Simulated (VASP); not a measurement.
# MnF2 (P4_2/mnm) in VASP: single point with PBE

Aim: the single point of MnF2 with PBE.

Program: VASP 6.6.1. These are calculated values, not measurements. Logs are shortened: lines on timing, memory, paths and dates and some standing lists are left out, and cuts for length are marked.

**1. The cell of the first run**

The structure is tetragonal, space group P4_2/mnm (No. 136). Conventional cell: a = 4.874 Å, b = 4.874 Å, c = 3.311 Å, α = 90.00°, β = 90.00°, γ = 90.00°. Mn (site symmetry mmm) has 6 F at 2.10 to 2.13 Å within 2.8 Å. Within 2.8 Å of F (site symmetry m2m) lie 3 Mn at 2.10 to 2.13 Å and 1 F at 2.68 Å.

**2. Single point, PBE, collinear spin, antiferromagnetic start**

INCAR

```
PREC = Accurate
ENCUT = 700
EDIFF = 1E-6
ISMEAR = 0
SIGMA = 0.1
LREAL = False
LASPH = True
NELM = 200
ALGO = Normal
ISIF = 2
LWAVE = False
LCHARG = False
ISPIN = 2
MAGMOM = 5 -5 0 0 0 0
LORBIT = 11
LMAXMIX = 4
GGA = PE
NBANDS = 42
GGA_COMPAT = False
```

KPOINTS

```
Automatic mesh
0
Gamma
  4 4 6
```

POSCAR

```
MnF2
1.0
    4.8738000000      0.0000000000      0.0000000000
    0.0000000000      4.8738000000      0.0000000000
    0.0000000000      0.0000000000      3.3107000000
Mn F
2 4
Direct
    0.0000000000      0.0000000000      0.0000000000
    0.5000000000      0.5000000000      0.5000000000
    0.3053000000      0.3053000000      0.0000000000
    0.1947000000      0.8053000000      0.5000000000
    0.6947000000      0.6947000000      0.0000000000
    0.8053000000      0.1947000000      0.5000000000
```

Potentials or basis: VASP PAW PBE potentials, release 64 (Mn_sv, F).

On the command line:

```sh
> cat potpaw_PBE.64/Mn_sv/POTCAR potpaw_PBE.64/F/POTCAR > POTCAR
> mpirun -np 1 vasp_std > vasp.out
```

OUTCAR:

```text
PREC = Accurate
   ENCUT = 700
   EDIFF = 1E-6
   ISMEAR = 0
   LREAL = False
   LASPH = True
   NELM = 200
   ISIF = 2
   ISPIN = 2
   LORBIT = 11
   GGA = PE

 ion  position               nearest neighbor table
   1  0.000  0.000  0.000-   3 2.10   5 2.10   4 2.13   6 2.13   4 2.13   6 2.13
   2  0.500  0.500  0.500-   4 2.10   6 2.10   5 2.13   3 2.13   3 2.13   5 2.13
   3  0.305  0.305  0.000-   1 2.10   2 2.13   2 2.13
   4  0.195  0.805  0.500-   2 2.10   1 2.13   1 2.13
   5  0.695  0.695  0.000-   1 2.10   2 2.13   2 2.13
   6  0.805  0.195  0.500-   2 2.10   1 2.13   1 2.13

  LATTYP: Found a simple tetragonal cell.
 ALAT       =     4.8738000000
 C/A-ratio  =     0.6792851574

  Lattice vectors:

 A1 = (   4.8738000000,   0.0000000000,   0.0000000000)
 A2 = (   0.0000000000,   4.8738000000,   0.0000000000)
 A3 = (   0.0000000000,   0.0000000000,   3.3107000000)

Analysis of symmetry for initial positions (statically):
=====================================================================
 Subroutine PRICEL returns:
 Original cell was already a primitive cell.

 Routine SETGRP: Setting up the symmetry group for a
 simple tetragonal supercell.

 Subroutine GETGRP returns: Found 16 space group operations
 (whereof  8 operations were pure point group operations)
 out of a pool of 16 trial point group operations.

The static configuration has the point symmetry D_2h.
 The point group associated with its full space group is D_4h.

Analysis of symmetry for dynamics (positions and initial velocities):
=====================================================================
 Subroutine PRICEL returns:
 Original cell was already a primitive cell.

 Routine SETGRP: Setting up the symmetry group for a
 simple tetragonal supercell.

 Subroutine GETGRP returns: Found 16 space group operations
 (whereof  8 operations were pure point group operations)
 out of a pool of 16 trial point group operations.

The dynamic configuration has the point symmetry D_2h.
 The point group associated with its full space group is D_4h.

Analysis of structural, dynamic, and magnetic symmetry:
=====================================================================
 Subroutine PRICEL returns:
 Original cell was already a primitive cell.

 Routine SETGRP: Setting up the symmetry group for a
 simple tetragonal supercell.

 Subroutine GETGRP returns: Found 16 space group operations
 (whereof  8 operations were pure point group operations)
 out of a pool of 16 trial point group operations.

The overall configuration has the point symmetry D_2h.
 The point group associated with its full space group is D_4h.

 Subroutine INISYM returns: Found 16 space group operations
 (whereof  8 operations are pure point group operations),
 and found     1 'primitive' translations

----------------------------------------------------------------------------------------

                                     Primitive cell

  volume of cell :      78.6421

  direct lattice vectors                    reciprocal lattice vectors
     4.873800000  0.000000000  0.000000000     0.205178711  0.000000000  0.000000000
     0.000000000  4.873800000  0.000000000     0.000000000  0.205178711  0.000000000
     0.000000000  0.000000000  3.310700000     0.000000000  0.000000000  0.302050926

  length of vectors
     4.873800000  4.873800000  3.310700000     0.205178711  0.205178711  0.302050926

  position of ions in fractional coordinates (direct lattice)
     0.000000000  0.000000000  0.000000000
     0.500000000  0.500000000  0.500000000
     0.305300000  0.305300000  0.000000000
     0.194700000  0.805300000  0.500000000
     0.694700000  0.694700000  0.000000000
     0.805300000  0.194700000  0.500000000

  ion indices of the primitive-cell ions
   primitive index   ion index
                 1           1
                 2           2
                 3           3
                 4           4
                 5           5
                 6           6

[... 33 lines left out ...]
  0.500000  0.500000  0.000000      1.000000
[... 16 lines left out ...]
  0.500000  0.250000  0.500000      4.000000
  0.500000  0.500000  0.500000      1.000000
   k-points           NKPTS =     24   k-points in BZ     NKDIM =     24   number of bands    NBANDS=     42
   number of dos      NEDOS =    301   number of ions     NIONS =      6
   total plane-waves  NPLWV =  52920
   dimension x,y,z NGX =    42 NGY =   42 NGZ =   30
   dimension x,y,z NGXF=    84 NGYF=   84 NGZF=   60
   ions per type =               2   4
   NGX,Y,Z   is equivalent  to a cutoff of  14.33, 14.33, 15.06 a.u.
   NGXF,Y,Z  is equivalent  to a cutoff of  28.65, 28.65, 30.13 a.u.
 SYSTEM =  unknown system
   PREC   = accura    normal or accurate (medium, high low for compatibility)
   ISTART =      0    job   : 0-new  1-cont  2-samecut
   ICHARG =      2    charge: 1-file 2-atom 10-const
   ISPIN  =      2    spin polarized calculation?
   LNONCOLLINEAR =      F non collinear calculations
   LSORBIT =      F    spin-orbit coupling
   LASPH  =      T    aspherical Exc in radial PAW
   ENCUT  =  700.0 eV  51.45 Ry    7.17 a.u.  10.51 10.51  7.14*2*pi/ulx,y,z
   NELM   =    200;   NELMIN=  2; NELMDL= -5     # of ELM steps
   EDIFF  = 0.1E-05   stopping-criterion for ELM
   LREAL  =      F    real-space projection
   EDIFFG = 0.1E-04   stopping-criterion for IOM
   NSW    =      0    number of steps for IOM
   IBRION =     -1    ionic relax: 0-MD 1-quasi-New 2-CG
   NFREE  =      0    steps in history (QN), initial steepest desc. (CG)
   ISIF   =      2    stress and relaxation
   ISYM   =      2    0-nonsym 1-usesym 2-fastsym
   POTIM  = 0.5000    time-step for ionic-motion
   TEBEG  =    0.0;   TEEND  =   0.0 temperature during run
   PSTRESS=    0.0 pullay stress
   NELECT =      58.0000    total number of electrons
   NUPDOWN=      -1.0000    fix difference up-down
   EMIN   =  10.00;   EMAX   =-10.00  energy-range for DOS
   EFERMI =   0.00;   METHOD = LEGACY
   ISMEAR =     0;   SIGMA  =   0.10  broadening in eV -4-tet -1-fermi 0-gaus
   EFERMI_NEDOS =   21; number of points for ismear=-14 and -15
   IALGO  =     38    algorithm
   IMIX   =      4    mixing-type and parameters
     AMIX     =   0.40;   BMIX     =  1.00
     AMIX_MAG =   1.60;   BMIX_MAG =  1.00
  volume/ion in A,a.u.               =      13.11        88.45
  Fermi-wavevector in a.u.,A,eV,Ry     =   1.479105  2.795104 29.766178  2.187752
  Thomas-Fermi vector in A             =   2.593304
   LORBIT       =     11    0 simple, 1 ext, 2 COOP (PROOUT), +10 PAW based schemes
   GGA     = PE    functional components
   LHFCALC =     F    Hartree Fock is set to
   AEXX    =    0.0000 exact exchange contribution
   IVDW    =     0    specifies the selected vdW correction
   LEPSILON=     F    determine dielectric tensor
   LRPA    =     F    only Hartree local field effects (RPA)
 spin polarized calculation
 Gauss-broadening in eV      SIGMA  =   0.10
  energy-cutoff  :      700.00
  volume of cell :       78.64
 maximum number of plane-waves:      3331
   NGX = 21   NGY = 21   NGZ = 15

 number of electron      57.9999994 magnetization      -0.0000000

 number of electron      57.9999994 magnetization       0.0000000

 Free energy of the ion-electron system (eV)
  ---------------------------------------------------
  ext. energy  EPLUGINS =         0.00000000
  ---------------------------------------------------
  free energy    TOTEN  =       -39.57740983 eV

  energy without entropy =      -39.57740983  energy(sigma->0) =      -39.57740983

 E-fermi :   4.2905     XC(G=0):  -9.7823

 val. band max:        3.7645039206   @ k =   0.5000   0.0000   0.0000
 cond. band min:       5.9256312015   @ k =   0.0000   0.0000   0.0000
 fundamental gap:      2.1611272808
 Fermi energy:         4.2904539676

 spin component 1

 k-point     1 :       0.0000    0.0000    0.0000
  band No.  band energies     occupation
      1     -76.9060      1.00000
      2     -71.8810      1.00000
      3     -45.7224      1.00000
      4     -45.6631      1.00000
      5     -45.6514      1.00000
      6     -40.7969      1.00000
[... 1045 lines left out ...]
     40      13.6006      0.00000
     41      13.7005      0.00000
 Fermi energy:         4.2904539676

 spin component 2

 k-point     1 :       0.0000    0.0000    0.0000
  band No.  band energies     occupation
      1     -76.9060      1.00000
      2     -71.8810      1.00000
      3     -45.7224      1.00000
      4     -45.6631      1.00000
      5     -45.6514      1.00000
      6     -40.7969      1.00000
[... 1045 lines left out ...]
     40      13.6006      0.00000
     41      13.7005      0.00000
 [bands above 41 left out]

------------------------ aborting loop because EDIFF is reached ----------------------------------------

  FORCE on cell =-STRESS in cart. coord.  units (eV):
  Direction    XX          YY          ZZ          XY          YZ          ZX
  --------------------------------------------------------------------------------------
  -------------------------------------------------------------------------------------
  Total        0.9892912      0.9892912      1.0362385     -0.0000000      0.0000000      0.0000000
  in kB       20.1548463     20.1548463     21.1113042     -0.0000000      0.0000000      0.0000000
  external PRESSURE =      20.4736656 kB  Pullay stress =       0.0000000 kB

 VOLUME and BASIS-vectors are now :
 -----------------------------------------------------------------------------
  energy-cutoff  :      700.00
  volume of cell :       78.64
      direct lattice vectors                 reciprocal lattice vectors
     4.873800000  0.000000000  0.000000000     0.205178711  0.000000000  0.000000000
     0.000000000  4.873800000  0.000000000     0.000000000  0.205178711  0.000000000
     0.000000000  0.000000000  3.310700000     0.000000000  0.000000000  0.302050926

 POSITION                                       TOTAL-FORCE (eV/Angst)
 -----------------------------------------------------------------------------------
      0.00000      0.00000      0.00000         0.000000      0.000000      0.000000
      2.43690      2.43690      1.65535         0.000000      0.000000      0.000000
      1.48797      1.48797      0.00000        -0.073762     -0.073762      0.000000
      0.94893      3.92487      1.65535         0.073762     -0.073762      0.000000
      3.38583      3.38583      0.00000         0.073762      0.073762      0.000000
      3.92487      0.94893      1.65535        -0.073762      0.073762      0.000000
 -----------------------------------------------------------------------------------
    total drift:                                0.000000     -0.000000     -0.000000

  FREE ENERGIE OF THE ION-ELECTRON SYSTEM (eV)
  ---------------------------------------------------
  free  energy   TOTEN  =       -39.5774098330 eV

  energy  without entropy=      -39.5774098330  energy(sigma->0) =      -39.57740983

 total charge

# of ion       s       p       d       tot
------------------------------------------
    1        2.088   6.004   4.692  12.784
    2        2.088   6.004   4.692  12.784
    3        1.730   4.369   0.000   6.099
    4        1.730   4.369   0.000   6.099
    5        1.730   4.369   0.000   6.099
    6        1.730   4.369   0.000   6.099
--------------------------------------------------
tot         11.097  29.482   9.384  49.964

 magnetization (x)

# of ion       s       p       d       tot
------------------------------------------
    1        0.013   0.011   4.346   4.370
    2       -0.013  -0.011  -4.346  -4.370
    3       -0.002  -0.025   0.000  -0.027
    4        0.002   0.025   0.000   0.027
    5       -0.002  -0.025   0.000  -0.027
    6        0.002   0.025   0.000   0.027
--------------------------------------------------
tot          0.000   0.000  -0.000  -0.000
```

Wall time 2.3 min (1 thread of AMD EPYC 9R45 (Zen 5), shared host); peak memory 0.33 GiB.

Results:

```
Free energy                                           : -39.5774 eV
Pressure                                              : 2.0 GPa
Largest force                                         : 0.104 eV/Å
Band gap on the k mesh                                : 2.16 eV (least direct gap 2.22 eV)
Net moment                                            : 0.00 μB per cell
Site moments                                          : Mn +4.37, -4.37; F -0.03, +0.03 (each value once) μB
Valence electrons inside the program's atomic spheres : Mn 12.78; F 6.10
```

Forces in eV/Å, atoms in the order of the input:
```
Mn   0.000  0.000  0.000
Mn   0.000  0.000  0.000
F   -0.074 -0.074  0.000
F    0.074 -0.074  0.000
F    0.074  0.074  0.000
F   -0.074  0.074  0.000
```
